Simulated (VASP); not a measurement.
# Au in VASP: a series of runs, part 2 of 2

VASP 6.6.1.

### Step 4. Single point, PBE (biaxial strain in the a-b plane: -3.0 %)

The input, INCAR:

```
SYSTEM = Au
ALGO = Fast
EDIFF = 1E-6
ENCUT = 520
GGA = PE
ISIF = 2
ISMEAR = 0
LASPH = .True.
LCHARG = .False.
LREAL = .False.
LWAVE = .False.
NBANDS = 18
NELM = 60
PREC = Accurate
SIGMA = 0.1
```

The input, KPOINTS:

```
k-points
0
Gamma
  18 18 12
  0 0 0
```

The input, POSCAR:

```
Au
1.0
    2.0165796369      2.0165796369      0.0000000000
   -2.0165796369      2.0165796369      0.0000000000
    0.0000000000      0.0000000000      4.2327382895
Au
2
Direct
    0.0000000000      0.0000000000      0.0000000000
    0.5000000000      0.5000000000      0.5000000000
```

Potentials or basis: VASP PAW PBE potentials, release 64 (Au).

Command:

```sh
cat potpaw_PBE.64/Au/POTCAR > POTCAR
mpirun -np 1 vasp_std > vasp.out
```

OUTCAR:

```text
SYSTEM = Au
   EDIFF = 1E-6
   ENCUT = 520
   GGA = PE
   ISIF = 2
   ISMEAR = 0
   LASPH = .True.
   LREAL = .False.
   NELM = 60
   PREC = Accurate

 ion  position               nearest neighbor table
   1  0.000  0.000  0.000-   2 2.92   2 2.92   2 2.92   2 2.92   2 2.92   2 2.92   2 2.92   2 2.92

   2  0.500  0.500  0.500-   1 2.92   1 2.92   1 2.92   1 2.92   1 2.92   1 2.92   1 2.92   1 2.92

  LATTYP: Found a simple tetragonal cell.
 ALAT       =     2.8518742721
 C/A-ratio  =     1.4841952645

  Lattice vectors:

 A1 = (   2.0165796369,   2.0165796369,   0.0000000000)
 A2 = (  -2.0165796369,   2.0165796369,   0.0000000000)
 A3 = (   0.0000000000,   0.0000000000,   4.2327382895)

Analysis of symmetry for initial positions (statically):
=====================================================================
 Subroutine PRICEL returns following result:

  LATTYP: Found a body centered tetragonal cell.
 ALAT       =     2.8518742721
 C/A-ratio  =     1.4841952645

  Lattice vectors:

 A1 = (   2.0165796369,   0.0000000000,  -2.1163691448)
 A2 = (  -2.0165796369,   0.0000000000,  -2.1163691447)
 A3 = (   0.0000000000,   2.0165796369,   2.1163691447)

   2 primitive cells build up your supercell.

 Routine SETGRP: Setting up the symmetry group for a
 simple tetragonal supercell.

 Subroutine GETGRP returns: Found 16 space group operations
 (whereof 16 operations were pure point group operations)
 out of a pool of 16 trial point group operations.

The static configuration has the point symmetry D_4h.

Analysis of symmetry for dynamics (positions and initial velocities):
=====================================================================
 Subroutine PRICEL returns following result:

  LATTYP: Found a body centered tetragonal cell.
 ALAT       =     2.8518742721
 C/A-ratio  =     1.4841952645

  Lattice vectors:
[... 121 lines left out ...]
   TEBEG  =    0.0;   TEEND  =   0.0 temperature during run
   PSTRESS=    0.0 pullay stress
   NELECT =      22.0000    total number of electrons
   NUPDOWN=      -1.0000    fix difference up-down
   EMIN   =  10.00;   EMAX   =-10.00  energy-range for DOS
   EFERMI =   0.00;   METHOD = LEGACY
   ISMEAR =     0;   SIGMA  =   0.10  broadening in eV -4-tet -1-fermi 0-gaus
   EFERMI_NEDOS =   21; number of points for ismear=-14 and -15
   IALGO  =     68    algorithm
   IMIX   =      4    mixing-type and parameters
     AMIX     =   0.40;   BMIX     =  1.00
     AMIX_MAG =   1.60;   BMIX_MAG =  1.00
  volume/ion in A,a.u.               =      17.21       116.16
  Fermi-wavevector in a.u.,A,eV,Ry     =   1.410117  2.664734 27.054214  1.988429
  Thomas-Fermi vector in A             =   2.532103
   LORBIT       =      0    0 simple, 1 ext, 2 COOP (PROOUT), +10 PAW based schemes
   GGA     = PE    functional components
   LHFCALC =     F    Hartree Fock is set to
   AEXX    =    0.0000 exact exchange contribution
   IVDW    =     0    specifies the selected vdW correction
   LEPSILON=     F    determine dielectric tensor
   LRPA    =     F    only Hartree local field effects (RPA)
 non-spin polarized calculation
 RMM-DIIS sequential band-by-band and
 Gauss-broadening in eV      SIGMA  =   0.10
  energy-cutoff  :      520.00
  volume of cell :       34.43
 maximum number of plane-waves:       960
 NGX is ok and might be reduce to    24
   NGX = 11   NGY = 11   NGZ = 15

 number of electron      22.0000007 magnetization

 Free energy of the ion-electron system (eV)
  ---------------------------------------------------
  ext. energy  EPLUGINS =         0.00000000
  ---------------------------------------------------
  free energy    TOTEN  =        -6.40575667 eV

  energy without entropy =       -6.40240750  energy(sigma->0) =       -6.40408208

 E-fermi :   9.3258     XC(G=0): -12.6571

 val. band max:        9.3251921195   @ k =   0.4444   0.3889   0.0833
 cond. band min:       9.3541498214   @ k =   0.5000   0.1111   0.0000
 fundamental gap:      0.0289577018
 Fermi energy:         9.3257939264

 k-point     1 :       0.0000    0.0000    0.0000
  band No.  band energies     occupation
      1      -0.4413      2.00000
      2       2.2803      2.00000
      3       2.6218      2.00000
      4       4.3828      2.00000
      5       4.8215      2.00000
      6       4.8215      2.00000
[... 481 lines left out ...]
      5       4.4233      2.00000
      6       4.7896      2.00000
[... 10 lines left out ...]
     17      22.8942      0.00000
     18      26.8126      0.00000

 [... further k-points ...]
[... 5 lines left out ...]
  --------------------------------------------------------------------------------------
  -------------------------------------------------------------------------------------
  Total        1.5632368      1.5632368      1.2056059      0.0000000      0.0000000      0.0000000
  in kB       72.7533823     72.7533823     56.1091621      0.0000000      0.0000000      0.0000000
  external PRESSURE =      67.2053089 kB  Pullay stress =       0.0000000 kB

 VOLUME and BASIS-vectors are now :
 -----------------------------------------------------------------------------
  energy-cutoff  :      520.00
  volume of cell :       34.43
      direct lattice vectors                 reciprocal lattice vectors
     2.016579637  2.016579637  0.000000000     0.247944584  0.247944584  0.000000000
    -2.016579637  2.016579637  0.000000000    -0.247944584  0.247944584  0.000000000
     0.000000000  0.000000000  4.232738290     0.000000000  0.000000000  0.236253681

 POSITION                                       TOTAL-FORCE (eV/Angst)
 -----------------------------------------------------------------------------------
      0.00000      0.00000      0.00000         0.000000     -0.000000      0.000000
      0.00000      2.01658      2.11637        -0.000000      0.000000     -0.000000
 -----------------------------------------------------------------------------------
    total drift:                               -0.000000      0.000000     -0.000000

  FREE ENERGIE OF THE ION-ELECTRON SYSTEM (eV)
  ---------------------------------------------------
  free  energy   TOTEN  =        -6.4057566661 eV

  energy  without entropy=       -6.4024074998  energy(sigma->0) =       -6.40408208
```

OSZICAR:

```text
N       E                     dE             d eps       ncg     rms          rms(c)
DAV:   1     0.124249767581E+03    0.12425E+03   -0.11547E+04 14276   0.117E+03
DAV:   2    -0.481361568849E+01   -0.12906E+03   -0.12314E+03 14728   0.260E+02
DAV:   3    -0.693096742018E+01   -0.21174E+01   -0.21059E+01 16194   0.336E+01
DAV:   4    -0.694074992595E+01   -0.97825E-02   -0.97808E-02 15026   0.242E+00
DAV:   5    -0.694083755051E+01   -0.87625E-04   -0.87624E-04 15504   0.242E-01    0.129E+01
RMM:   6    -0.644548946606E+01    0.49535E+00   -0.84970E-01 13863   0.695E+00    0.816E+00
RMM:   7    -0.641033567990E+01    0.35154E-01   -0.13093E-01 14248   0.294E+00    0.343E+00
RMM:   8    -0.640584886705E+01    0.44868E-02   -0.15640E-02 14370   0.925E-01    0.499E-01
RMM:   9    -0.640574646202E+01    0.10241E-03   -0.95265E-04 15099   0.238E-01    0.165E-01
RMM:  10    -0.640575522736E+01   -0.87653E-05   -0.13637E-04 15092   0.783E-02    0.123E-01
RMM:  11    -0.640575643882E+01   -0.12115E-05   -0.29299E-05 15072   0.348E-02    0.158E-02
RMM:  12    -0.640575666613E+01   -0.22731E-06   -0.31263E-06 12217   0.113E-02
   1 F= -.64057567E+01 E0= -.64040821E+01  d E =-.334917E-02
```

stdout:

```text
POSCAR found type information on POSCAR Au
 POSCAR found :  1 types and       2 ions
 scaLAPACK will be used
 LDA part: xc-table for (Slater+PW92), standard interpolation
 POSCAR, INCAR and KPOINTS ok, starting setup
 FFT: planning ... GRIDC
 FFT: planning ... GRID_SOFT
 FFT: planning ... GRID
 WAVECAR not read
 entering main loop
```

Wall time 1.8 min (1 thread of Intel Xeon Platinum 8488C (Sapphire Rapids), shared host); peak memory 0.3 GiB.

What came out:

| Item | Value |
| --- | --- |
| Free energy | -6.4058 eV |
| Pressure | 6.7 GPa |
| Band gap on the k mesh | zero (band 11 reaches 14.47 eV, above the bottom of band 12 at 6.83 eV) |

Caveat: the cell differs from its parent crystal (biaxial strain in the a-b plane: -3.0 %); spin-orbit coupling is left out, which moves the levels of the heavy elements.

### Step 5. Single point, PBE (biaxial strain in the a-b plane: -2.0 %)

The input, INCAR:

```
ALGO = Fast ; EDIFF = 1E-6
ENCUT = 520 ; GGA = PE
ISIF = 2 ; ISMEAR = 0
LASPH = T ; LCHARG = F
LREAL = F ; LWAVE = F
NBANDS = 18 ; NELM = 60
PREC = Accurate ; SIGMA = 0.1
```

The input, KPOINTS:

```
k-points
0
Gamma
  18 18 12
```

The input, POSCAR:

```
Au
1.0
    2.0373691177      2.0373691177      0.0000000000
   -2.0373691177      2.0373691177      0.0000000000
    0.0000000000      0.0000000000      4.2077909125
Au
2
Direct
    0.0000000000      0.0000000000      0.0000000000
    0.5000000000      0.5000000000      0.5000000000
```

Command:

```sh
cat potpaw_PBE.64/Au/POTCAR > POTCAR
mpirun -np 1 vasp_std > vasp.out
```

It took 1.7 min on 1 thread of Intel Xeon Platinum 8488C (Sapphire Rapids), shared host; peak memory 0.3 GiB.

It converged, with:

| Property | Result |
| --- | --- |
| Free energy | -6.4264 eV |
| Pressure | 4.2 GPa |
| Band gap on the k mesh | zero (band 11 reaches 14.00 eV, above the bottom of band 12 at 6.57 eV) |

Stress tensor (GPa, compression positive):
```
4.59 0.00 0.00
0.00 4.59 0.00
0.00 0.00 3.43
```

Levels at points of the mesh, in eV from the Fermi level:
| k point | band 8 | band 9 | band 10 | band 11 | band 12 | band 13 | band 14 | band 15 |
| --- | --- | --- | --- | --- | --- | --- | --- | --- |
| (0.00, 0.00, 0.00) | -2.97 | -2.00 | -1.68 | -1.68 | 0.74 | 5.09 | 10.31 | 10.31 |
| (0.50, 0.00, 0.00) | -3.65 | -3.06 | -3.06 | -0.15 | -0.15 | 7.99 | 7.99 | 9.82 |
| (0.50, 0.50, 0.00) | -1.77 | -1.54 | -1.54 | 1.27 | 1.27 | 5.82 | 5.82 | 9.73 |
| (0.00, 0.00, 0.50) | -3.31 | -3.31 | -3.31 | -2.50 | -2.50 | 14.75 | 14.75 | 14.75 |
| (0.50, 0.00, 0.50) | -2.03 | -1.91 | -1.91 | -0.84 | -0.84 | 2.94 | 2.94 | 13.94 |
| (0.50, 0.50, 0.50) | -3.27 | -1.54 | -1.54 | 4.87 | 4.87 | 6.17 | 6.17 | 6.17 |

Caveat: the cell differs from its parent crystal (biaxial strain in the a-b plane: -2.0 %); spin-orbit coupling is left out, which moves the levels of the heavy elements.

### Step 6. Single point, PBE (biaxial strain in the a-b plane: -1.0 %)

The input, INCAR:

```
SYSTEM = Au
  PREC = Accurate
  ENCUT = 520
  EDIFF = 1E-6
  ISMEAR = 0
  SIGMA = 0.1
  LREAL = .False.
  LASPH = .True.
  NELM = 80
  ALGO = Fast
  ISIF = 2
  LWAVE = .False.
  LCHARG = .False.
  GGA = PE
  NBANDS = 18
```

The input, KPOINTS:

```
regular mesh
0
Gamma
  18 18 12
  0 0 0
```

The input, POSCAR:

```
Au
1.0
    2.0581585985      2.0581585985      0.0000000000
   -2.0581585985      2.0581585985      0.0000000000
    0.0000000000      0.0000000000      4.1828435356
Au
2
Direct
    0.0000000000      0.0000000000      0.0000000000
    0.5000000000      0.5000000000      0.5000000000
```

Potentials or basis: VASP PAW PBE potentials, release 64 (Au).

Command:

```sh
cat potpaw_PBE.64/Au/POTCAR > POTCAR
mpirun -np 1 vasp_std > vasp.out
```

Run time: 2 min. Hardware: 1 thread of Intel Xeon Platinum 8488C (Sapphire Rapids), shared host; peak memory 0.3 GiB.

It converged, with:

- Free energy: -6.4383 eV
- Pressure: 1.9 GPa
- Band gap on the k mesh: zero (band 11 reaches 13.54 eV, above the bottom of band 12 at 6.32 eV)

Stress tensor (GPa, compression positive):
```
2.14 0.00 0.00
0.00 2.14 0.00
0.00 0.00 1.47
```

Levels at points of the mesh, in eV from the Fermi level:
```tsv
k point	band 7	band 8	band 9	band 10	band 11	band 12	band 13	band 14	band 15	band 16
(0.00, 0.00, 0.00)	-3.15	-3.00	-1.99	-1.66	-1.66	0.96	5.23	10.09	10.09	14.57
(0.50, 0.00, 0.00)	-3.61	-3.61	-3.05	-3.05	-0.24	-0.24	8.11	8.11	9.85	9.85
(0.50, 0.50, 0.00)	-1.70	-1.70	-1.59	-1.59	1.22	1.22	5.59	5.59	9.80	9.80
(0.00, 0.00, 0.50)	-3.30	-3.30	-3.30	-3.30	-2.52	-2.52	14.56	14.56	14.56	14.56
(0.50, 0.00, 0.50)	-1.98	-1.98	-1.92	-1.92	-0.77	-0.77	2.87	2.87	14.00	14.00
(0.50, 0.50, 0.50)	-3.21	-3.21	-1.59	-1.59	4.65	4.65	6.15	6.15	6.15	6.15
```

Caveat: the cell differs from its parent crystal (biaxial strain in the a-b plane: -1.0 %); spin-orbit coupling is left out, which moves the levels of the heavy elements.

### Step 7. Overview

```tsv
task	cell	k mesh	cutoff (eV)	gap on the mesh (eV)	pressure (GPa)
relaxation of cell and atoms	relaxed to -3 GPa from a = 2.968 Å, angles 60.0°, 1 atom	18 × 18 × 18	600	none	-3.0
single point	a = 2.940 Å, angles 60.0°, 1 atom	18 × 18 × 18	520	none	-0.2
single point	a = 2.852, b = 2.852, c = 4.233 Å, 2 atoms	18 × 18 × 12	520	none	6.7
single point	a = 2.881, b = 2.881, c = 4.208 Å, 2 atoms	18 × 18 × 12	520	none	4.2
single point	a = 2.911, b = 2.911, c = 4.183 Å, 2 atoms	18 × 18 × 12	520	none	1.9
```

Alike in all rows: level PBE; potentials or basis VASP PAW PBE potentials, release 64 (Au); no spin polarisation; smearing gaussian 0.1 eV.

Caveats: spin-orbit coupling is left out, which moves the levels of the heavy elements; the cell is relaxed towards a set pressure, so the enthalpy falls and the energy may rise (some runs).

Total energies depend on the potentials used, so only differences within one code and one set of settings carry meaning.
